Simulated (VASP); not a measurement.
The system is PtS2.

```
CELL_PARAMETERS angstrom
3.58310 0.00000 0.00000
-1.79155 3.10306 0.00000
0.00000 0.00000 4.66065
ATOMIC_POSITIONS crystal
Pt 0.00000 0.00000 0.00000
S 0.33333 0.66667 0.25885
S 0.66667 0.33333 0.74115
```

| Item | Value |
| --- | --- |
| Program | VASP 6.6.1 |
| Task | relaxation of cell and atoms |
| Functional | r2SCAN |
| Dispersion | rVV10 |
| Potentials or basis | VASP PAW PBE potentials, release 64 (Pt, S) |
| Cutoff | 550 eV |
| k mesh | 12 × 12 × 6 |
| Occupations | fermi-dirac, width 0.02 eV |
| Spin | no spin polarisation |

At the start: pressure 0.9 GPa; volume 17.27 Å³/atom.

Q: Where does the relaxation end?

A: Over 15 steps the energy falls by 12.8 meV/atom and the volume is 18.71 Å³/atom (+8.3 %); space group P-3m1 (No. 164, to 0.1 Å) before and after.

The path:
```
step  energy change (eV)  largest force (eV/Å)  pressure (GPa)  volume (Å³)
   1              0.0000                0.1435            0.88        51.82
   2             -0.0071                0.2240           -0.40        52.54
   3             -0.0102                0.3301           -1.98        53.50
   4             -0.0124                0.3167           -1.90        53.58
   5             -0.0185                0.2758           -1.62        53.82
   6             -0.0280                0.1920           -1.02        54.29
   7             -0.0372                0.0102            0.34        55.20
   8             -0.0375                0.0293            0.65        55.39
   9             -0.0381                0.0052            0.19        55.76
  10             -0.0382                0.0263           -0.09        55.99
  11             -0.0382                0.0239           -0.05        55.96
  12             -0.0382                0.0250           -0.07        55.97
  13             -0.0382                0.0176           -0.05        56.01
  14             -0.0383                0.0102           -0.03        56.04
  15             -0.0383                0.0037            0.01        56.12
```

Final structure:
```
CELL_PARAMETERS angstrom
3.55468 0.00000 0.00000
-1.77734 3.07845 0.00000
0.00000 0.00000 5.12804
ATOMIC_POSITIONS crystal
Pt 0.00000 0.00000 0.00000
S 0.33333 0.66667 0.23897
S 0.66667 0.33333 0.76103
```

Caveat: the PAW data sets were made with another functional, which shifts forces and pressure a little.
